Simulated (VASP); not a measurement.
# K (Fd-3m) in VASP: further runs, part 2 of 2

VASP 6.6.1. Earlier steps stand in the parts before.

## 3. Relaxation of cell and atoms, BLYP

This run uses another cell than the first one, of 96.29 Å³/atom.

Input file INCAR:

```
SYSTEM = K
PREC = Accurate
ENCUT = 600
EDIFF = 1E-7
ISMEAR = -1
SIGMA = 0.1
LREAL = .False.
LASPH = .True.
NELM = 60
ALGO = Normal
ISIF = 3
LWAVE = .False.
LCHARG = .False.
GGA = B5
ALDAX = 1.0
AGGAX = 1.0
AGGAC = 1.0
ALDAC = 0.0
IBRION = 2
NSW = 80
EDIFFG = -0.01
```

Input file KPOINTS:

```
regular mesh
0
Gamma
  6 6 6
  0 0 0
```

Input file POSCAR:

```
K
1.0
    0.0000000000      4.5833978046      4.5833978046
    4.5833978046      0.0000000000      4.5833978046
    4.5833978046      4.5833978046      0.0000000000
K
2
Direct
    0.1250000000      0.1250000000      0.1250000000
    0.8750000000      0.8750000000      0.8750000000
```

Potentials or basis: VASP PAW PBE potentials, release 64 (K_sv).

Started as:

```bash
> cat potpaw_PBE.64/K_sv/POTCAR > POTCAR
> mpirun -np 1 vasp_std > vasp.out
```

OUTCAR:

```text
SYSTEM = K
   PREC = Accurate
   ENCUT = 600
   EDIFF = 1E-7
   ISMEAR = -1
   LREAL = .False.
   LASPH = .True.
   NELM = 60
   ISIF = 3
   GGA = B5
   IBRION = 2
   NSW = 80
   EDIFFG = -0.01

 ion  position               nearest neighbor table
   1  0.125  0.125  0.125-
   2  0.875  0.875  0.875-

  LATTYP: Found a face centered cubic cell.
 ALAT       =     9.1667956092

  Lattice vectors:

 A1 = (   0.0000000000,   4.5833978046,   4.5833978046)
 A2 = (   4.5833978046,   0.0000000000,   4.5833978046)
 A3 = (   4.5833978046,   4.5833978046,   0.0000000000)

Analysis of symmetry for initial positions (statically):
=====================================================================
 Subroutine PRICEL returns:
 Original cell was already a primitive cell.

 Routine SETGRP: Setting up the symmetry group for a
 face centered cubic supercell.

 Subroutine GETGRP returns: Found 48 space group operations
 (whereof 12 operations were pure point group operations)
 out of a pool of 48 trial point group operations.

The static configuration has the point symmetry D_3d.
 The point group associated with its full space group is O_h .

Analysis of symmetry for dynamics (positions and initial velocities):
=====================================================================
 Subroutine PRICEL returns:
 Original cell was already a primitive cell.

 Routine SETGRP: Setting up the symmetry group for a
 face centered cubic supercell.

 Subroutine GETGRP returns: Found 48 space group operations
 (whereof 12 operations were pure point group operations)
 out of a pool of 48 trial point group operations.

The dynamic configuration has the point symmetry D_3d.
 The point group associated with its full space group is O_h .

 Subroutine INISYM returns: Found 48 space group operations
 (whereof 12 operations are pure point group operations),
 and found     1 'primitive' translations

----------------------------------------------------------------------------------------

                                     Primitive cell

  volume of cell :     192.5718

  direct lattice vectors                    reciprocal lattice vectors
     0.000000000  4.583397805  4.583397805    -0.109089375  0.109089375  0.109089375
     4.583397805  0.000000000  4.583397805     0.109089375 -0.109089375  0.109089375
     4.583397805  4.583397805  0.000000000     0.109089375  0.109089375 -0.109089375

  length of vectors
     6.481903337  6.481903337  6.481903337     0.188948339  0.188948339  0.188948339

  position of ions in fractional coordinates (direct lattice)
     0.125000000  0.125000000  0.125000000
     0.875000000  0.875000000  0.875000000

  ion indices of the primitive-cell ions
   primitive index   ion index
                 1           1
                 2           2

----------------------------------------------------------------------------------------

 KPOINTS: regular mesh

Automatic generation of k-mesh.
 Grid dimensions read from file:
 generate k-points for:    6    6    6

 Generating k-lattice:

  Cartesian coordinates                     Fractional coordinates (reciprocal lattice)
    -0.018181562  0.018181562  0.018181562     0.166666667  0.000000000  0.000000000
     0.018181562 -0.018181562  0.018181562     0.000000000  0.166666667  0.000000000
     0.018181562  0.018181562 -0.018181562     0.000000000  0.000000000  0.166666667

  Length of vectors
     0.031491390  0.031491390  0.031491390

  Shift w.r.t. Gamma in fractional coordinates (k-lattice)
     0.000000000  0.000000000  0.000000000

 Subroutine IBZKPT returns following result:
 ===========================================

 Found     16 irreducible k-points:

 Following reciprocal coordinates:
            Coordinates               Weight
  0.000000  0.000000  0.000000      1.000000
  0.166667  0.000000  0.000000      8.000000
  0.333333  0.000000  0.000000      8.000000
  0.500000  0.000000  0.000000      4.000000
  0.166667  0.166667  0.000000      6.000000
  0.333333  0.166667  0.000000     24.000000
[... 8 lines left out ...]
 -0.333333  0.333333  0.166667     24.000000
 -0.333333  0.500000  0.166667     12.000000
   k-points           NKPTS =     16   k-points in BZ     NKDIM =     16   number of bands    NBANDS=     13
   number of dos      NEDOS =    301   number of ions     NIONS =      2
   total plane-waves  NPLWV = 157464
   dimension x,y,z NGX =    54 NGY =   54 NGZ =   54
   dimension x,y,z NGXF=   108 NGYF=  108 NGZF=  108
   ions per type =               2
   NGX,Y,Z   is equivalent  to a cutoff of  13.85, 13.85, 13.85 a.u.
   NGXF,Y,Z  is equivalent  to a cutoff of  27.70, 27.70, 27.70 a.u.
 SYSTEM =  K
   PREC   = accura    normal or accurate (medium, high low for compatibility)
   ISTART =      0    job   : 0-new  1-cont  2-samecut
   ICHARG =      2    charge: 1-file 2-atom 10-const
   ISPIN  =      1    spin polarized calculation?
   LNONCOLLINEAR =      F non collinear calculations
   LSORBIT =      F    spin-orbit coupling
   LASPH  =      T    aspherical Exc in radial PAW
   ENCUT  =  600.0 eV  44.10 Ry    6.64 a.u.  12.95 12.95 12.95*2*pi/ulx,y,z
   NELM   =     60;   NELMIN=  2; NELMDL= -5     # of ELM steps
   EDIFF  = 0.1E-06   stopping-criterion for ELM
   LREAL  =      F    real-space projection
   EDIFFG = -.1E-01   stopping-criterion for IOM
   NSW    =     80    number of steps for IOM
   IBRION =      2    ionic relax: 0-MD 1-quasi-New 2-CG
   NFREE  =      1    steps in history (QN), initial steepest desc. (CG)
   ISIF   =      3    stress and relaxation
   ISYM   =      2    0-nonsym 1-usesym 2-fastsym
   POTIM  = 0.5000    time-step for ionic-motion
   TEBEG  =    0.0;   TEEND  =   0.0 temperature during run
   PSTRESS=    0.0 pullay stress
   NELECT =      18.0000    total number of electrons
   NUPDOWN=      -1.0000    fix difference up-down
   EMIN   =  10.00;   EMAX   =-10.00  energy-range for DOS
   EFERMI =   0.00;   METHOD = LEGACY
   ISMEAR =    -1;   SIGMA  =   0.10  broadening in eV -4-tet -1-fermi 0-gaus
   EFERMI_NEDOS =   21; number of points for ismear=-14 and -15
   IALGO  =     38    algorithm
   IMIX   =      4    mixing-type and parameters
     AMIX     =   0.40;   BMIX     =  1.00
     AMIX_MAG =   1.60;   BMIX_MAG =  1.00
  volume/ion in A,a.u.               =      96.29       649.77
  Fermi-wavevector in a.u.,A,eV,Ry     =   0.742965  1.403999  7.510367  0.551996
  Thomas-Fermi vector in A             =   1.837968
   LORBIT       =      0    0 simple, 1 ext, 2 COOP (PROOUT), +10 PAW based schemes
   GGA     = B5    functional components
   LHFCALC =     F    Hartree Fock is set to
   AEXX    =    0.0000 exact exchange contribution
   IVDW    =     0    specifies the selected vdW correction
   LEPSILON=     F    determine dielectric tensor
   LRPA    =     F    only Hartree local field effects (RPA)
 conjugate gradient relaxation of ions
 non-spin polarized calculation
  energy-cutoff  :      600.00
  volume of cell :      192.57
 maximum number of plane-waves:      6460
 NGX is ok and might be reduce to    54
   NGX = 25   NGY = 25   NGZ = 25

--------------------------------------- Ionic step        1  -------------------------------------------

 number of electron      18.0000000 magnetization

 Free energy of the ion-electron system (eV)
  ---------------------------------------------------
  ext. energy  EPLUGINS =         0.00000000
  ---------------------------------------------------
  free energy    TOTEN  =        -1.01421601 eV

  energy without entropy =       -0.96942332  energy(sigma->0) =       -0.99181966

------------------------ aborting loop because EDIFF is reached ----------------------------------------

  FORCE on cell =-STRESS in cart. coord.  units (eV):
  Direction    XX          YY          ZZ          XY          YZ          ZX
  --------------------------------------------------------------------------------------
  -------------------------------------------------------------------------------------
  Total        0.6265786      0.6265786      0.6265786     -0.0000000     -0.0000000     -0.0000000
  in kB        5.2130693      5.2130693      5.2130693     -0.0000000     -0.0000000     -0.0000000
  external PRESSURE =       5.2130693 kB  Pullay stress =       0.0000000 kB
[... 165 lines left out ...]
  energy  without entropy=       -1.0659304354  energy(sigma->0) =       -1.08865706

--------------------------------------- Ionic step        6  -------------------------------------------

 number of electron      17.9999999 magnetization

 Free energy of the ion-electron system (eV)
  ---------------------------------------------------
  ext. energy  EPLUGINS =         0.00000000
  ---------------------------------------------------
  free energy    TOTEN  =        -1.11146945 eV

  energy without entropy =       -1.06623479  energy(sigma->0) =       -1.08885212

 E-fermi :  -0.7001     XC(G=0):  -3.7190

 val. band max:       -0.7162706474   @ k =   0.5000   0.5000   0.0000
 cond. band min:      -0.6622418045   @ k =  -0.3333   0.5000   0.1667
 fundamental gap:      0.0540288429
 Fermi energy:        -0.7001135260

 k-point     1 :       0.0000    0.0000    0.0000
  band No.  band energies     occupation
      1     -33.2310      2.00000
      2     -33.2252      2.00000
      3     -16.8070      2.00000
      4     -16.8070      2.00000
      5     -16.8070      2.00000
      6     -16.7728      2.00000
      7     -16.7728      2.00000
      8     -16.7728      2.00000
      9      -2.1148      2.00000
     10       1.4755      0.00000
     11       1.4755      0.00000
     12       1.4755      0.00000
     13       1.8079      0.00000
[... 267 lines left out ...]
  FREE ENERGIE OF THE ION-ELECTRON SYSTEM (eV)
  ---------------------------------------------------
  free  energy   TOTEN  =        -1.1114694451 eV

  energy  without entropy=       -1.0662347945  energy(sigma->0) =       -1.08885212

 reached required accuracy - stopping structural energy minimisation
```

OSZICAR:

```text
N       E                     dE             d eps       ncg     rms          rms(c)
DAV:   1     0.134696602810E+03    0.13470E+03   -0.79186E+03   416   0.117E+03
DAV:   2     0.114672966042E+02   -0.12323E+03   -0.11975E+03   483   0.300E+02
DAV:   3     0.645349521373E+00   -0.10822E+02   -0.10525E+02   590   0.741E+01
[... 72 lines left out ...]
DAV:   4    -0.111123881263E+01   -0.28432E-03   -0.48617E-03   667   0.232E-01    0.800E-02
DAV:   5    -0.111139984986E+01   -0.16104E-03   -0.64798E-04   792   0.144E-01    0.534E-02
DAV:   6    -0.111146917179E+01   -0.69322E-04   -0.12134E-04   807   0.404E-02    0.485E-03
DAV:   7    -0.111146949561E+01   -0.32382E-06   -0.40476E-06   526   0.102E-02    0.127E-03
DAV:   8    -0.111146944511E+01    0.50502E-07   -0.99567E-07   366   0.436E-03
   6 F= -.11114694E+01 E0= -.10888521E+01  d E =-.972534E-01
```

Run time: 5.5 min. Hardware: 1 thread of Intel Xeon 6975P-C (Granite Rapids), shared host; peak memory 0.42 GiB.

Results:

- Free energy: -1.1115 eV
- Relaxed volume: 133.65 Å³/atom
- Relaxed cell: a = 7.231 Å, b = 7.231 Å, c = 7.231 Å, α = 60.00°, β = 60.00°, γ = 60.00°
- Space group after relaxing (to 0.1 Å): Fd-3m (No. 227)
- Energy gained by relaxing: 48.6 meV/atom
- Ionic steps: 6
- Pressure after relaxing: 0.0 GPa
- Band gap on the k mesh: zero (bands 9 and 10 overlap by 0.05 eV)

Step by step:
```csv
step,energy change (eV),largest force (eV/Å),pressure (GPa),volume (Å³)
1,0.0000,0.0000,0.52,192.57
2,-0.0261,0.0000,0.42,201.44
3,-0.0777,0.0000,0.18,229.65
4,-0.0913,0.0000,-0.07,293.75
5,-0.0972,0.0000,-0.01,271.11
6,-0.0973,0.0000,0.00,267.30
```

Final structure:
```yaml
crystal:
  lattice:
    - [0.00000, 5.11275, 5.11275]
    - [5.11275, 0.00000, 5.11275]
    - [5.11275, 5.11275, 0.00000]
  atoms:
    - { symbol: K, position: [0.12500, 0.12500, 0.12500] }
    - { symbol: K, position: [0.87500, 0.87500, 0.87500] }
```

Caveat: the volume moved by over 15 % at a fixed basis, so the end points are rough; the PAW data sets were made with another functional, which shifts forces and pressure a little.

## 4. Single point, BLYP

This run uses another cell than the first one, of 130.98 Å³/atom.

Input file INCAR:

```
PREC = Accurate
ENCUT = 520
EDIFF = 1E-6
ISMEAR = -1
SIGMA = 0.1
LREAL = False
LASPH = True
NELM = 60
ALGO = Normal
ISIF = 2
LWAVE = False
LCHARG = True
GGA = B5
ALDAX = 1.0
AGGAX = 1.0
AGGAC = 1.0
ALDAC = 0.0
LELF = True
LVHAR = True
NBANDS = 16
```

Input file KPOINTS:

```
Automatic mesh
0
Gamma
  9 9 9
```

Input file POSCAR:

```
K
1.0
    0.0000000000      5.0784803390      5.0784803390
    5.0784803390      0.0000000000      5.0784803390
    5.0784803390      5.0784803390      0.0000000000
K
2
Direct
    0.1250000000      0.1250000000      0.1250000000
    0.8750000000      0.8750000000      0.8750000000
```

Potentials or basis: VASP PAW PBE potentials, release 64 (K_sv).

Started as:

```bash
> cat potpaw_PBE.64/K_sv/POTCAR > POTCAR
> mpirun -np 1 vasp_std > vasp.out
```

OUTCAR:

```text
PREC = Accurate
   ENCUT = 520
   EDIFF = 1E-6
   ISMEAR = -1
   LREAL = False
   LASPH = True
   NELM = 60
   ISIF = 2
   GGA = B5

 ion  position               nearest neighbor table
   1  0.125  0.125  0.125-
   2  0.875  0.875  0.875-

  LATTYP: Found a face centered cubic cell.
 ALAT       =    10.1569606780

  Lattice vectors:

 A1 = (   0.0000000000,   5.0784803390,   5.0784803390)
 A2 = (   5.0784803390,   0.0000000000,   5.0784803390)
 A3 = (   5.0784803390,   5.0784803390,   0.0000000000)

Analysis of symmetry for initial positions (statically):
=====================================================================
 Subroutine PRICEL returns:
 Original cell was already a primitive cell.

 Routine SETGRP: Setting up the symmetry group for a
 face centered cubic supercell.

 Subroutine GETGRP returns: Found 48 space group operations
 (whereof 12 operations were pure point group operations)
 out of a pool of 48 trial point group operations.

The static configuration has the point symmetry D_3d.
 The point group associated with its full space group is O_h .

Analysis of symmetry for dynamics (positions and initial velocities):
=====================================================================
 Subroutine PRICEL returns:
 Original cell was already a primitive cell.

 Routine SETGRP: Setting up the symmetry group for a
 face centered cubic supercell.

 Subroutine GETGRP returns: Found 48 space group operations
 (whereof 12 operations were pure point group operations)
 out of a pool of 48 trial point group operations.

The dynamic configuration has the point symmetry D_3d.
 The point group associated with its full space group is O_h .

 Subroutine INISYM returns: Found 48 space group operations
 (whereof 12 operations are pure point group operations),
 and found     1 'primitive' translations

[... 111 lines left out ...]
   IALGO  =     38    algorithm
   IMIX   =      4    mixing-type and parameters
     AMIX     =   0.40;   BMIX     =  1.00
     AMIX_MAG =   1.60;   BMIX_MAG =  1.00
  volume/ion in A,a.u.               =     130.98       883.89
  Fermi-wavevector in a.u.,A,eV,Ry     =   0.670536  1.267129  6.117426  0.449618
  Thomas-Fermi vector in A             =   1.746083
   LORBIT       =      0    0 simple, 1 ext, 2 COOP (PROOUT), +10 PAW based schemes
   GGA     = B5    functional components
   LHFCALC =     F    Hartree Fock is set to
   AEXX    =    0.0000 exact exchange contribution
   IVDW    =     0    specifies the selected vdW correction
   LEPSILON=     F    determine dielectric tensor
   LRPA    =     F    only Hartree local field effects (RPA)
 non-spin polarized calculation
  energy-cutoff  :      520.00
  volume of cell :      261.96
 maximum number of plane-waves:      7119
 NGX is ok and might be reduce to    54
   NGX = 27   NGY = 27   NGZ = 27

 number of electron      17.9999998 magnetization

 Free energy of the ion-electron system (eV)
  ---------------------------------------------------
  ext. energy  EPLUGINS =         0.00000000
  ---------------------------------------------------
  free energy    TOTEN  =        -1.11387983 eV

  energy without entropy =       -1.07051267  energy(sigma->0) =       -1.09219625

 E-fermi :  -0.6720     XC(G=0):  -3.7602

 val. band max:       -0.6941310690   @ k =  -0.4444   0.4444   0.0000
 cond. band min:      -0.6468811897   @ k =  -0.4444   0.4444   0.0000
 fundamental gap:      0.0472498794
 Fermi energy:        -0.6720471955

 k-point     1 :       0.0000    0.0000    0.0000
  band No.  band energies     occupation
      1     -33.2014      2.00000
      2     -33.1950      2.00000
      3     -16.7788      2.00000
      4     -16.7788      2.00000
      5     -16.7788      2.00000
      6     -16.7424      2.00000
[... 433 lines left out ...]
      3     -16.7855      2.00000
      4     -16.7855      2.00000
      5     -16.7640      2.00000
      6     -16.7577      2.00000
[... 8 lines left out ...]
     15       2.5991      0.00000
     16       2.5991      0.00000

 [... further k-points ...]

------------------------ aborting loop because EDIFF is reached ----------------------------------------

  FORCE on cell =-STRESS in cart. coord.  units (eV):
  Direction    XX          YY          ZZ          XY          YZ          ZX
  --------------------------------------------------------------------------------------
  -------------------------------------------------------------------------------------
  Total        0.0299124      0.0299124      0.0299124      0.0000000     -0.0000000      0.0000000
  in kB        0.1829494      0.1829494      0.1829494      0.0000000     -0.0000000      0.0000000
  external PRESSURE =       0.1829494 kB  Pullay stress =       0.0000000 kB

 VOLUME and BASIS-vectors are now :
 -----------------------------------------------------------------------------
  energy-cutoff  :      520.00
  volume of cell :      261.96
      direct lattice vectors                 reciprocal lattice vectors
     0.000000000  5.078480339  5.078480339    -0.098454649  0.098454649  0.098454649
     5.078480339  0.000000000  5.078480339     0.098454649 -0.098454649  0.098454649
     5.078480339  5.078480339  0.000000000     0.098454649  0.098454649 -0.098454649

 POSITION                                       TOTAL-FORCE (eV/Angst)
 -----------------------------------------------------------------------------------
      1.26962      1.26962      1.26962        -0.000000     -0.000000     -0.000000
      8.88734      8.88734      8.88734         0.000000      0.000000      0.000000
 -----------------------------------------------------------------------------------
    total drift:                               -0.000000      0.000000     -0.000000

  FREE ENERGIE OF THE ION-ELECTRON SYSTEM (eV)
  ---------------------------------------------------
  free  energy   TOTEN  =        -1.1138798328 eV

  energy  without entropy=       -1.0705126713  energy(sigma->0) =       -1.09219625
```

stdout:

```text
POSCAR found type information on POSCAR K
 POSCAR found :  1 types and       2 ions
 scaLAPACK will be used
 -----------------------------------------------------------------------------
|                                                                             |
|                                                                             |
|     You enforced a specific xc type in the INCAR file but a different       |
|     I HOPE YOU KNOW WHAT YOU ARE DOING!                                     |
|                                                                             |
 -----------------------------------------------------------------------------

 LDA part: xc-table for (Slater(with rela. corr.)+VWN5), standard interpolation
 POSCAR, INCAR and KPOINTS ok, starting setup
 FFT: planning ... GRIDC
 FFT: planning ... GRID_SOFT
 FFT: planning ... GRID
 WAVECAR not read
 entering main loop
```

Run time: 1.7 min. Hardware: 1 thread of Intel Xeon 6975P-C (Granite Rapids), shared host; peak memory 0.45 GiB.

What came out:

```
Free energy : -1.1139 eV
Pressure    : 0.0 GPa
```

Caveat: the PAW data sets were made with another functional, which shifts forces and pressure a little.

## 5. Overview

| task | cell | k mesh | cutoff (eV) | gap on the mesh (eV) | pressure (GPa) |
| --- | --- | --- | --- | --- | --- |
| single point | a = 7.459 Å, angles 60.0°, 2 atoms | 6 × 6 × 6 | 520 | none | -0.1 |
| relaxation of cell and atoms | relaxed from a = 6.482 Å, angles 60.0°, 2 atoms | 6 × 6 × 6 | 600 | none | 0.0 |
| single point | a = 7.182 Å, angles 60.0°, 2 atoms | 9 × 9 × 9 | 520 | - | 0.0 |

Alike in all rows: level BLYP; potentials or basis VASP PAW PBE potentials, release 64 (K_sv); no spin polarisation; smearing fermi-dirac 0.1 eV.

Caveats: the PAW data sets were made with another functional, which shifts forces and pressure a little; the volume moved by over 15 % at a fixed basis, so the end points are rough (at least some runs).

Total energies depend on the potentials used, so only differences within one code and one set of settings carry meaning.

The gap in the log of VASP goes by the Fermi energy; the results here count the filled bands.